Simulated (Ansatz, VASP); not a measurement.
O in VASP and in Ansatz

```xyz
2
Lattice="9.0000 0.0000 0.0000 0.0000 9.5000 0.0000 0.0000 0.0000 10.0000" Properties=species:S:1:pos:R:3 pbc="T T T"
O     4.5000    4.7500    4.3911
O     4.5000    4.7500    5.6089
```

Alike in both runs: functional PBE; k mesh 1 × 1 × 1; occupations fermi-dirac, width 0.05 eV; collinear spin.

Ansatz relaxed the structure, and its values are those at the end. VASP's run is a single point on that final structure, the one shown.

|  | VASP | Ansatz |
| --- | --- | --- |
| version | VASP 6.6.1 | Ansatz 0.2.0 |
| potentials or method | VASP PAW PBE potentials, release 64 (O), cutoff 520 eV | plane waves, PAW |
| valence electrons in the cell | 12 | 12 |

```tsv
	VASP	Ansatz	Ansatz less VASP
gap on the k mesh at the Fermi level (eV)	2.31	2.29	-0.018
rms of the force components (eV/Å)	0.677	0.004	-0.6728
net moment per atom (μB)	1.00	1.00	0.000
size of the moment on the site where the two differ most (μB)	0.81	0.56	-0.251
```

Site moments also hang on the region over which each program counts them. One of these differences is far larger than is usual between the two programs; its cause wasn't traced. With one functional, cell and mesh, what is left measures potentials, basis and numerics. Ansatz's warnings: end state compared, stress scf threshold loose.

Noted on VASP's run: the standard files for N, O and F lose accuracy on very short bonds.
